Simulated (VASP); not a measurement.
# Si2Mo (I4/mmm) in VASP: settings compared, part 2 of 2

VASP 6.6.1.

### 5 Relaxation of shape and atoms at fixed volume, LDA (13.33 Å³/atom)

This run uses another cell than the first one, of 13.33 Å³/atom.

Contents of INCAR:

```
PREC = Accurate
ENCUT = 600
EDIFF = 1E-7
ISMEAR = 0
SIGMA = 0.05
LREAL = F
LASPH = T
NELM = 60
ALGO = Normal
ISIF = 4
LWAVE = F
LCHARG = F
IBRION = 2
NSW = 60
EDIFFG = -0.01
```

Contents of KPOINTS:

```
Automatic mesh
0
Gamma
  10 10 10
```

Contents of POSCAR:

```
Si2Mo
1.0
   -1.5981278460      1.5981278460      3.9130944138
    1.5981278460     -1.5981278460      3.9130944138
    1.5981278460      1.5981278460     -3.9130944138
Si Mo
2 1
Direct
    0.3354608797      0.3354608797      0.0000000000
    0.6645391203      0.6645391203      0.0000000000
    0.0000000000      0.0000000000      0.0000000000
```

Potentials or basis: VASP PAW LDA potentials, release 64 (Si, Mo_sv).

Run with:

```sh
$ cat potpaw_LDA.64/Si/POTCAR potpaw_LDA.64/Mo_sv/POTCAR > POTCAR
$ mpirun -np 1 vasp_std > vasp.out
```

OUTCAR:

```text
PREC = Accurate
   ENCUT = 600
   EDIFF = 1E-7
   ISMEAR = 0
   LREAL = F
   LASPH = T
   NELM = 60
   ISIF = 4
   IBRION = 2
   NSW = 60
   EDIFFG = -0.01

 ion  position               nearest neighbor table
   1  0.335  0.335  0.000-   2 2.58   3 2.60   3 2.60   3 2.60   3 2.60   3 2.63   2 2.63   2 2.63
                             2 2.63   2 2.63
   2  0.665  0.665  0.000-   1 2.58   3 2.60   3 2.60   3 2.60   3 2.60   3 2.63   1 2.63   1 2.63
                             1 2.63   1 2.63
   3  0.000  0.000  0.000-   2 2.60   2 2.60   2 2.60   1 2.60   2 2.60   1 2.60   1 2.60   1 2.60
                             1 2.63   2 2.63

  LATTYP: Found a body centered tetragonal cell.
 ALAT       =     3.1962556920
 C/A-ratio  =     2.4485490467

  Lattice vectors:

 A1 = (  -1.5981278460,   1.5981278460,   3.9130944138)
 A2 = (   1.5981278460,  -1.5981278460,   3.9130944138)
 A3 = (   1.5981278460,   1.5981278460,  -3.9130944138)

Analysis of symmetry for initial positions (statically):
=====================================================================
 Subroutine PRICEL returns:
 Original cell was already a primitive cell.

 Routine SETGRP: Setting up the symmetry group for a
 body centered tetragonal supercell.

 Subroutine GETGRP returns: Found 16 space group operations
 (whereof 16 operations were pure point group operations)
 out of a pool of 16 trial point group operations.

The static configuration has the point symmetry D_4h.

Analysis of symmetry for dynamics (positions and initial velocities):
=====================================================================
 Subroutine PRICEL returns:
 Original cell was already a primitive cell.

 Routine SETGRP: Setting up the symmetry group for a
 body centered tetragonal supercell.

 Subroutine GETGRP returns: Found 16 space group operations
 (whereof 16 operations were pure point group operations)
 out of a pool of 16 trial point group operations.

The dynamic configuration has the point symmetry D_4h.

[... 143 lines left out ...]
 Free energy of the ion-electron system (eV)
  ---------------------------------------------------
  ext. energy  EPLUGINS =         0.00000000
  ---------------------------------------------------
  free energy    TOTEN  =       -25.81061186 eV

  energy without entropy =      -25.81015479  energy(sigma->0) =      -25.81038333

------------------------ aborting loop because EDIFF is reached ----------------------------------------

  FORCE on cell =-STRESS in cart. coord.  units (eV):
  Direction    XX          YY          ZZ          XY          YZ          ZX
  --------------------------------------------------------------------------------------
  -------------------------------------------------------------------------------------
  Total       -0.8935065     -0.8935065     -1.0164613      0.0000000     -0.0000000      0.0000000
  in kB      -35.8100509    -35.8100509    -40.7378473      0.0000000     -0.0000000      0.0000000
  external PRESSURE =     -37.4526497 kB  Pullay stress =       0.0000000 kB
[... 61 lines left out ...]
--------------------------------------- Ionic step        3  -------------------------------------------

 number of electron      22.0000000 magnetization

 Free energy of the ion-electron system (eV)
  ---------------------------------------------------
  ext. energy  EPLUGINS =         0.00000000
  ---------------------------------------------------
  free energy    TOTEN  =       -25.81071894 eV

  energy without entropy =      -25.81026999  energy(sigma->0) =      -25.81049447

 E-fermi :  12.1969     XC(G=0): -12.5814

 val. band max:       12.1680505934   @ k =  -0.2000  -0.3000   0.2000
 cond. band min:      12.2966045450   @ k =   0.5000   0.5000   0.3000
 fundamental gap:      0.1285539516
 Fermi energy:        12.1968782085

 k-point     1 :       0.0000    0.0000    0.0000
  band No.  band energies     occupation
      1     -48.0701      2.00000
      2     -22.4190      2.00000
      3     -22.3366      2.00000
      4     -22.3366      2.00000
      5      -1.1170      2.00000
      6       5.8696      2.00000
      7       8.9138      2.00000
      8       9.1703      2.00000
      9       9.6613      2.00000
     10       9.6613      2.00000
     11      12.6462      0.00000
     12      15.4481      0.00000
     13      15.5487      0.00000
     14      15.7714      0.00000
[... 401 lines left out ...]
      2     -22.5511      2.00000
      3     -22.4790      2.00000
      4     -22.3841      2.00000
      5       2.9259      2.00000
      6       3.9839      2.00000
      7       6.5893      2.00000
      8       8.4287      2.00000
      9       9.2820      2.00000
     10      10.0342      2.00000
     11      10.3842      2.00000
     12      12.8271      0.00000
     13      13.7714      0.00000
     14      15.6380      0.00000
     15      17.2494      0.00000

 [... further k-points ...]

------------------------ aborting loop because EDIFF is reached ----------------------------------------

  FORCE on cell =-STRESS in cart. coord.  units (eV):
  Direction    XX          YY          ZZ          XY          YZ          ZX
  --------------------------------------------------------------------------------------
  -------------------------------------------------------------------------------------
  Total       -0.9295213     -0.9295213     -0.9026932      0.0000000     -0.0000000      0.0000000
  in kB      -37.2534551    -37.2534551    -36.1782358      0.0000000     -0.0000000      0.0000000
  external PRESSURE =     -36.8950487 kB  Pullay stress =       0.0000000 kB
[... 18 lines left out ...]
  FREE ENERGIE OF THE ION-ELECTRON SYSTEM (eV)
  ---------------------------------------------------
  free  energy   TOTEN  =       -25.8107189398 eV

  energy  without entropy=      -25.8102699909  energy(sigma->0) =      -25.81049447

 reached required accuracy - stopping structural energy minimisation
```

CONTCAR:

```text
Si2Mo
   1.00000000000000
    -1.5989058893698818    1.5989058893698818    3.9092870397339587
     1.5989058893698818   -1.5989058893698818    3.9092870397339587
     1.5989058893698818    1.5989058893698818   -3.9092870397339587
  Si              Mo
     2     1
Direct
     0.3356262427679526    0.3356262427679526    0.0000000000000000
     0.6643737572320474    0.6643737572320474    0.0000000000000000
     0.0000000000000000    0.0000000000000000    0.0000000000000000

  0.00000000E+00  0.00000000E+00  0.00000000E+00
  0.00000000E+00  0.00000000E+00  0.00000000E+00
  0.00000000E+00  0.00000000E+00  0.00000000E+00
```

Wall time 2.4 min (1 thread of AMD EPYC 7R13 (Zen 3), shared host); peak memory 0.19 GiB.

What came out:

```yaml
Free_energy: -25.8107 eV
Energy_gained_by_relaxing: 0.0 meV/atom
Ionic_steps: 3
Pressure_after_relaxing: -3.7 GPa
Largest_force_after_relaxing: 0.010 eV/Å
Band_gap_on_the_k_mesh: zero (bands 11 and 12 overlap by 0.91 eV)
```

Forces on the atoms (eV/Å):
```
Si   0.000  0.000  0.010
Si   0.000  0.000 -0.010
Mo   0.000  0.000  0.000
```

Stress tensor (GPa, compression positive):
```
-3.73  0.00  0.00
 0.00 -3.73  0.00
 0.00  0.00 -3.62
```

Step by step:
```tsv
step	energy change (eV)	largest force (eV/Å)	pressure (GPa)	volume (Å³)
1	0.0000	0.0364	-3.75	39.98
2	-0.0001	0.0006	-3.67	39.98
3	-0.0001	0.0100	-3.69	39.98
```

Final structure:
```yaml
crystal:
  lattice:
    - [-1.59891, 1.59891, 3.90929]
    - [1.59891, -1.59891, 3.90929]
    - [1.59891, 1.59891, -3.90929]
  atoms:
    - { symbol: Si, position: [0.33563, 0.33563, 0.00000] }
    - { symbol: Si, position: [0.66437, 0.66437, 0.00000] }
    - { symbol: Mo, position: [0.00000, 0.00000, 0.00000] }
```

### 6 Summary

| level | potentials or basis | cell | gap on the mesh (eV) | pressure (GPa) | largest force (eV/Å) |
| --- | --- | --- | --- | --- | --- |
| PBE+D4 | VASP PAW PBE potentials, release 64 (Si, Mo_sv) | relaxed from a = 4.492 Å, angles 138.6, 138.6, 60.0°, 3 atoms | none | 1.8 | 0.01 |
| revPBE | VASP PAW PBE potentials, release 64 (Si, Mo_sv) | relaxed from a = 4.500 Å, angles 138.6, 138.6, 60.0°, 3 atoms | none | 8.8 | 0.01 |
| PBE+D4 | VASP PAW PBE potentials, release 64 (Si, Mo_sv) | relaxed from a = 4.505 Å, angles 138.6, 138.6, 60.0°, 3 atoms | none | 0.1 | - |
| LDA | VASP PAW LDA potentials, release 64 (Si, Mo_sv) | relaxed from a = 4.519 Å, angles 138.6, 138.6, 60.0°, 3 atoms | none | -3.7 | 0.01 |

Alike in all rows: task relaxation of shape and atoms at fixed volume; no spin polarisation; k mesh 10 × 10 × 10; cutoff (eV) 600; smearing gaussian 0.05 eV.

Caveats: the PAW data sets were made with another functional, which shifts forces and pressure a little (at least some runs).

Total energies depend on the potentials used, so only differences within one code and one set of settings carry meaning.
